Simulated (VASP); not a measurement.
GaP, 4 atoms in the cell. The structure is trigonal, space group R-3m (No. 166). The conventional cell has a = 3.760 Å, b = 3.760 Å, c = 18.732 Å, α = 90.00°, β = 90.00°, γ = 120.00°. Ga (site symmetry 3m) has 3 P at 2.33 Å and 1 Ga at 2.40 Å within 3.1 Å. P (site symmetry 3m) has 1 P at 2.17 Å and 3 Ga at 2.33 Å within 2.9 Å. 

- Program: VASP 6.6.1
- Task: single point
- Functional: LDA
- Potentials or basis: VASP PAW LDA potentials, release 64 (Ga_d, P)
- Cutoff: 520 eV
- k mesh: 9 × 9 × 9
- Occupations: gaussian, width 0.05 eV
- Spin: no spin polarisation
- Dipole correction: no
- Further INCAR settings: ALGO = Normal; EDIFF = 1e-06; NBANDS = 26

Potentials or basis: VASP PAW LDA potentials, release 64 (Ga_d, P).

Run with:

```bash
$ cat potpaw_LDA.64/Ga_d/POTCAR potpaw_LDA.64/P/POTCAR > POTCAR
$ mpirun -np 1 vasp_std > vasp.out
```

Hardware: 1 thread of AMD EPYC 9R45 (Zen 5), with other jobs on the host.

**Question.** How long does it take, and how much memory?

**Answer.** Wall time 3.7 min on 1 thread of AMD EPYC 9R45 (Zen 5), on a shared host, peak memory 0.32 GiB. Counts: scf iterations 12, k points 85.
